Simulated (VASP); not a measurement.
Write the native input for VASP 6.6.1 that does the following.

* Task: single point
* Functional: LDA
* Potentials or basis: VASP PAW LDA potentials, release 64 (Ti_sv, Hg)
* Cutoff: 520 eV
* k mesh: 11 × 11 × 9
* Occupations: gaussian, width 0.01 eV
* Spin: no spin polarisation
* Dipole correction: no
* Further INCAR settings: ALGO = Normal; EDIFF = 1e-06; NBANDS = 19

The structure of TiHg lies in POSCAR:

```
TiHg
1.0
    3.0691800000      0.0000000000      0.0000000000
    0.0000000000      3.0691800000      0.0000000000
    0.0000000000      0.0000000000      3.8840830450
Ti Hg
1 1
Direct
    0.5000000000      0.5000000000      0.5000000000
    0.0000000000      0.0000000000      0.0000000000
```

One way to write it, as run:

INCAR

```
PREC     = Accurate       # precision mode
ENCUT    = 520            # plane-wave cutoff, eV
EDIFF    = 1E-6           # SCF threshold, eV
ISMEAR   = 0              # smearing method
SIGMA    = 0.01           # smearing width, eV
LREAL    = F              # projectors in reciprocal space
LASPH    = T              # aspherical terms in the spheres
NELM     = 80             # most SCF steps
ALGO     = Normal         # electronic algorithm
ISIF     = 2              # what is computed and relaxed
LWAVE    = F              # write WAVECAR
LCHARG   = F              # write CHGCAR
NBANDS   = 19             # bands
```

KPOINTS

```
Automatic mesh
0
Gamma
  11 11 9
```

Potentials or basis: VASP PAW LDA potentials, release 64 (Ti_sv, Hg).

Command:

```bash
$ cat potpaw_LDA.64/Ti_sv/POTCAR potpaw_LDA.64/Hg/POTCAR > POTCAR
$ mpirun -np 1 vasp_std > vasp.out
```

It gave:

The pressure is -5.5 GPa and the band gap on the k mesh is zero (bands 12 and 13 overlap by 0.90 eV).

Caveat: the cell stands under tension; spin-orbit coupling is left out, which moves the levels of the heavy elements.

Wall time 48 s on 1 thread of Intel(R) Xeon(R) Platinum 8259CL CPU @ 2.50GHz (Skylake/Cascade Lake), on a shared host, peak memory 0.19 GiB.
